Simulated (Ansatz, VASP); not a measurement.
One calculation of C, two programs

```
CELL_PARAMETERS angstrom
2.49731 0.00000 0.00000
0.00000 3.53172 0.00000
0.00000 0.00000 18.49730
ATOMIC_POSITIONS crystal
C 0.75000 0.09797 0.43956
C 0.25000 0.90203 0.43956
C 0.25000 0.60988 0.50000
C 0.75000 0.39012 0.50000
C 0.75000 0.09797 0.56044
C 0.25000 0.90203 0.56044
```

Alike in both runs: task single point; functional LDA; k mesh 10 × 7 × 1; occupations fermi-dirac, width 0.02 eV; no spin polarisation.

|  | VASP | Ansatz |
| --- | --- | --- |
| version | VASP 6.6.1 | Ansatz 0.2.0 |
| potentials or method | VASP PAW LDA potentials, release 64 (C), cutoff 520 eV | all-electron LAPW, scalar-relativistic |

|  | VASP | Ansatz | Ansatz less VASP |
| --- | --- | --- | --- |
| rms of the force components (eV/Å) | 0.029 | 0.004 | -0.0250 |

LDA's correlation is that of Perdew and Zunger in VASP and of Perdew and Wang (1992) in Ansatz. Atom by atom the forces differ by 0.025 eV/Å (rms over components). Ansatz ran all-electron here, and VASP with PAW potentials. Ansatz's warnings: slab cell height set.
